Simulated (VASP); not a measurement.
## Na2Nb: single point with PBE

Crystal: Na2Nb.

```
Na Nb
1.0
     0.00000    3.86621    3.86621
     3.86621    0.00000    3.86621
     3.86621    3.86621    0.00000
Na Nb
4 2
Direct
  0.62500 0.62500 0.62500
  0.12500 0.62500 0.62500
  0.62500 0.62500 0.12500
  0.62500 0.12500 0.62500
  0.00000 0.00000 0.00000
  0.25000 0.25000 0.25000
```

```
Program             : VASP 6.6.1
Task                : single point
Functional          : PBE
Potentials or basis : VASP PAW PBE potentials, release 64 (Na_pv, Nb_sv)
Cutoff              : 520 eV
k mesh              : 4 × 4 × 4
Occupations         : gaussian, width 0.1 eV
Spin                : no spin polarisation
```

The pressure is 6.3 GPa and the band gap on the k mesh is zero (bands 27 and 28 overlap by 0.58 eV).

Levels at points of the mesh, in eV from the Fermi level:
| k point | band 25 | band 26 | band 27 | band 28 | band 29 | band 30 |
| --- | --- | --- | --- | --- | --- | --- |
| (0.00, 0.00, 0.00) | -0.55 | -0.55 | 0.03 | 0.03 | 0.03 | 2.00 |
| (0.50, 0.00, 0.00) | -0.68 | -0.36 | -0.36 | 0.74 | 0.74 | 1.26 |
| (0.50, 0.50, 0.00) | -0.25 | -0.25 | 0.49 | 0.49 | 0.49 | 0.49 |

It took 63 s on 1 thread of Intel(R) Xeon(R) 6975P-C (Granite Rapids), on a shared host, peak memory 0.26 GiB.

Caveat: the cell stands under pressure.
